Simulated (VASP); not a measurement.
# W (Im-3m) in VASP: single point with PBE

Aim: the single point of W with PBE.

Everything below comes from runs of VASP 6.6.1. Logs are shortened: lines on timing, memory, paths and dates and some standing lists are left out, and cuts for length are marked.

**1. The cell of the first run**

The structure is cubic, space group Im-3m (No. 229). Conventional cell: a = 3.183 Å, b = 3.183 Å, c = 3.183 Å, α = 90.00°, β = 90.00°, γ = 90.00°. W (site symmetry m-3m) has 14 W at 2.76 to 3.18 Å within 3.6 Å.

**2. Single point, PBE**

POSCAR

```
W
1.0
   -1.5916734762      1.5916734762      1.5916734762
    1.5916734762     -1.5916734762      1.5916734762
    1.5916734762      1.5916734762     -1.5916734762
W
1
Direct
    0.0000000000      0.0000000000      0.0000000000
```

INCAR.step1

```
PREC = Accurate
ENCUT = 520
EDIFF = 1E-6
ISMEAR = 0
SIGMA = 0.05
LREAL = False
LASPH = True
NELM = 100
ALGO = Fast
ISIF = 2
LWAVE = False
LCHARG = True
LMAXMIX = 4
GGA = PE
NBANDS = 13
```

KPOINTS.step1

```
Automatic mesh
0
Gamma
  18 18 18
```

INCAR.step2

```
PREC = Accurate
ENCUT = 520
EDIFF = 1E-6
ISMEAR = -5
SIGMA = 0.05
LREAL = False
LASPH = True
NELM = 100
ALGO = Fast
ISIF = 2
LWAVE = False
LCHARG = False
LMAXMIX = 4
GGA = PE
LORBIT = 11
NBANDS = 13
NEDOS = 1001
ICHARG = 11
```

KPOINTS.step2

```
Automatic mesh
0
Gamma
  27 27 27
```

Potentials or basis: VASP PAW PBE potentials, release 64 (W_sv).

Command:

```bash
cat potpaw_PBE.64/W_sv/POTCAR > POTCAR
cp INCAR.step1 INCAR
cp KPOINTS.step1 KPOINTS
mpirun -np 1 vasp_std > vasp.out
cp INCAR.step2 INCAR
cp KPOINTS.step2 KPOINTS
mpirun -np 1 vasp_std > vasp.out
```

OUTCAR:

```text
PREC = Accurate
   ENCUT = 520
   EDIFF = 1E-6
   ISMEAR = -5
   LREAL = False
   LASPH = True
   NELM = 100
   ISIF = 2
   GGA = PE
   LORBIT = 11
   ICHARG = 11

 ion  position               nearest neighbor table
   1  0.000  0.000  0.000-

  LATTYP: Found a body centered cubic cell.
 ALAT       =     3.1833469524

  Lattice vectors:

 A1 = (  -1.5916734762,   1.5916734762,   1.5916734762)
 A2 = (   1.5916734762,  -1.5916734762,   1.5916734762)
 A3 = (   1.5916734762,   1.5916734762,  -1.5916734762)

Analysis of symmetry for initial positions (statically):
=====================================================================
 Subroutine PRICEL returns:
 Original cell was already a primitive cell.

 Routine SETGRP: Setting up the symmetry group for a
 body centered cubic supercell.

 Subroutine GETGRP returns: Found 48 space group operations
 (whereof 48 operations were pure point group operations)
 out of a pool of 48 trial point group operations.

The static configuration has the point symmetry O_h .

Analysis of symmetry for dynamics (positions and initial velocities):
=====================================================================
 Subroutine PRICEL returns:
 Original cell was already a primitive cell.

 Routine SETGRP: Setting up the symmetry group for a
 body centered cubic supercell.

 Subroutine GETGRP returns: Found 48 space group operations
 (whereof 48 operations were pure point group operations)
 out of a pool of 48 trial point group operations.

The dynamic configuration has the point symmetry O_h .

 Subroutine INISYM returns: Found 48 space group operations
 (whereof 48 operations are pure point group operations),
 and found     1 'primitive' translations

----------------------------------------------------------------------------------------

                                     Primitive cell

  volume of cell :      16.1295

  direct lattice vectors                    reciprocal lattice vectors
    -1.591673476  1.591673476  1.591673476     0.000000000  0.314134782  0.314134782
     1.591673476 -1.591673476  1.591673476     0.314134782  0.000000000  0.314134782
     1.591673476  1.591673476 -1.591673476     0.314134782  0.314134782  0.000000000

  length of vectors
     2.756859330  2.756859330  2.756859330     0.444253669  0.444253669  0.444253669

  position of ions in fractional coordinates (direct lattice)
     0.000000000  0.000000000  0.000000000

  ion indices of the primitive-cell ions
   primitive index   ion index
                 1           1

----------------------------------------------------------------------------------------
[... 89 lines left out ...]
   IALGO  =     68    algorithm
   IMIX   =      4    mixing-type and parameters
     AMIX     =   0.40;   BMIX     =  1.00
     AMIX_MAG =   1.60;   BMIX_MAG =  1.00
  volume/ion in A,a.u.               =      16.13       108.85
  Fermi-wavevector in a.u.,A,eV,Ry     =   1.561625  2.951044 33.180173  2.438674
  Thomas-Fermi vector in A             =   2.664663
   LORBIT       =     11    0 simple, 1 ext, 2 COOP (PROOUT), +10 PAW based schemes
   GGA     = PE    functional components
   LHFCALC =     F    Hartree Fock is set to
   AEXX    =    0.0000 exact exchange contribution
   IVDW    =     0    specifies the selected vdW correction
   LEPSILON=     F    determine dielectric tensor
   LRPA    =     F    only Hartree local field effects (RPA)
 non-spin polarized calculation
 RMM-DIIS sequential band-by-band and
 Fermi weights with tetrahedron method with Bloechl corrections
  energy-cutoff  :      520.00
  volume of cell :       16.13
 maximum number of plane-waves:       450
 NGX is ok and might be reduce to    24

 number of electron      14.0000002 magnetization

 Free energy of the ion-electron system (eV)
  ---------------------------------------------------
  ext. energy  EPLUGINS =         0.00000000
  ---------------------------------------------------
  free energy    TOTEN  =       -12.95478740 eV

  energy without entropy =      -12.95478740  energy(sigma->0) =      -12.95478740

 E-fermi :  11.2249     XC(G=0): -13.5418

 val. band max:       11.2903288838   @ k =   0.4444   0.0741   0.0370
 cond. band min:      11.1726762939   @ k =  -0.1481   0.1852   0.1111
 fundamental gap:     -0.1176525899
 Fermi energy:        11.2249399627

 k-point     1 :       0.0000    0.0000    0.0000
  band No.  band energies     occupation
      1     -63.0073      2.00000
      2     -26.5948      2.00000
      3     -26.5948      2.00000
      4     -26.5948      2.00000
      5       1.6527      2.00000
      6       9.9961      2.00000
      7       9.9961      2.00000
      8       9.9961      2.00000
      9      13.4164      0.00000
     10      13.4164      0.00000
     11      25.6704      0.00000
     12      25.6704      0.00000
     13      25.6704      0.00000
[... 354 lines left out ...]
  band No.  band energies     occupation
      1     -62.8972      2.00000
      2     -27.6747      2.00000
      3     -26.9504      2.00000
      4     -26.6072      2.00000
      5       5.0793      2.00000
      6       7.9372      2.00000
      7      10.4038      2.00142
      8      13.3127      0.00000
      9      14.0848      0.00000
     10      15.8485      0.00000
     11      23.3788      0.00000
     12      23.7335      0.00000
     13      29.7451      0.00000

 [... further k-points ...]

------------------------ aborting loop because EDIFF is reached ----------------------------------------

  FORCE on cell =-STRESS in cart. coord.  units (eV):
  Direction    XX          YY          ZZ          XY          YZ          ZX
  --------------------------------------------------------------------------------------
  -------------------------------------------------------------------------------------
  Total        0.0134605      0.0134605      0.0134605      0.0000000     -0.0000000      0.0000000
  in kB        1.3370528      1.3370528      1.3370528      0.0000000     -0.0000000      0.0000000
  external PRESSURE =       1.3370528 kB  Pullay stress =       0.0000000 kB

 VOLUME and BASIS-vectors are now :
 -----------------------------------------------------------------------------
  energy-cutoff  :      520.00
  volume of cell :       16.13
      direct lattice vectors                 reciprocal lattice vectors
    -1.591673476  1.591673476  1.591673476     0.000000000  0.314134782  0.314134782
     1.591673476 -1.591673476  1.591673476     0.314134782  0.000000000  0.314134782
     1.591673476  1.591673476 -1.591673476     0.314134782  0.314134782  0.000000000

 POSITION                                       TOTAL-FORCE (eV/Angst)
 -----------------------------------------------------------------------------------
      0.00000      0.00000      0.00000         0.000000      0.000000     -0.000000
 -----------------------------------------------------------------------------------
    total drift:                               -0.000000      0.000000     -0.000000

  FREE ENERGIE OF THE ION-ELECTRON SYSTEM (eV)
  ---------------------------------------------------
  free  energy   TOTEN  =       -12.9547874007 eV

  energy  without entropy=      -12.9547874007  energy(sigma->0) =      -12.95478740

 total charge

# of ion       s       p       d       tot
------------------------------------------
    1        2.397   6.336   3.322  12.055
```

It took 2.6 min on 1 thread of Intel Xeon 8259CL, shared host; peak memory 0.28 GiB.

Results:

```yaml
Valence_electrons_inside_the_program's_atomic_spheres: W 12.05
```

Caveat: spin-orbit coupling is left out, which moves the levels of the heavy elements; tetrahedron occupations give inexact forces and stress in metals.
